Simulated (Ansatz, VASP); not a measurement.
## Two plane-wave programs on W

Contents of INCAR:

```
SYSTEM = W
PREC = Accurate
ENCUT = 500
EDIFF = 1E-6
ISMEAR = 0
SIGMA = 0.15
LREAL = .False.
LASPH = .True.
NELM = 120
ALGO = Normal
ISIF = 2
LWAVE = .False.
LCHARG = .False.
GGA = PS
NBANDS = 13
GGA_COMPAT = .False.
```

The input KPOINTS:

```
regular mesh
0
Gamma
  22 22 22
  0 0 0
```

The input POSCAR:

```
W
1.0
    0.0000000000      2.3134185740      1.5724306048
    2.3134185740      0.0000000000      1.5724306048
    2.3134185740      2.3134185740      0.0000000000
W
1
Direct
    0.0000000000      0.0000000000      0.0000000000
```

Input for Ansatz:

```yaml
crystal:
  lattice:
    - [0.0, 2.313418574, 1.5724306048]
    - [2.313418574, 0.0, 1.5724306048]
    - [2.313418574, 2.313418574, 0.0]
  atoms:
    - { symbol: W, position: [0.0, 0.0, 0.0] }
basis:
  ecutwfc: 420
kpoints:
  mp_grid: { grid: [22, 22, 22] }
hamiltonian:
  xc: pbesol
  pseudopotentials: { kind: paw, azcp: { folder: soft_1 } }
scf:
  occupations: { method: gaussian, width: 0.15 }
output:
  forces: true
  stress: true
  eigenvalues: true
```

Alike in both runs: task single point; functional PBEsol; k mesh 22 × 22 × 22; occupations gaussian, width 0.15 eV; no spin polarisation.

```csv
,VASP,Ansatz
version,VASP 6.6.1,Ansatz 0.2.0
potentials or method,"VASP PAW PBE potentials, release 64 (W_sv), cutoff 500 eV","scalar-relativistic, plane waves, PAW"
valence electrons in the cell,14,14
```

```csv
,VASP,Ansatz,Ansatz less VASP
gap on the k mesh at the Fermi level (eV),none,none,-
pressure (GPa),-18.9,-19.3,-0.36
"traceless stress, the component that is largest in VASP (GPa)",7.36,7.36,+0.004
```

VASP's potentials were made for PBE, not for PBEsol, and Ansatz warns of the same on its side. A gap of «none» marks a metal or a gap that the smearing closes.

Neither program's run includes spin-orbit coupling.
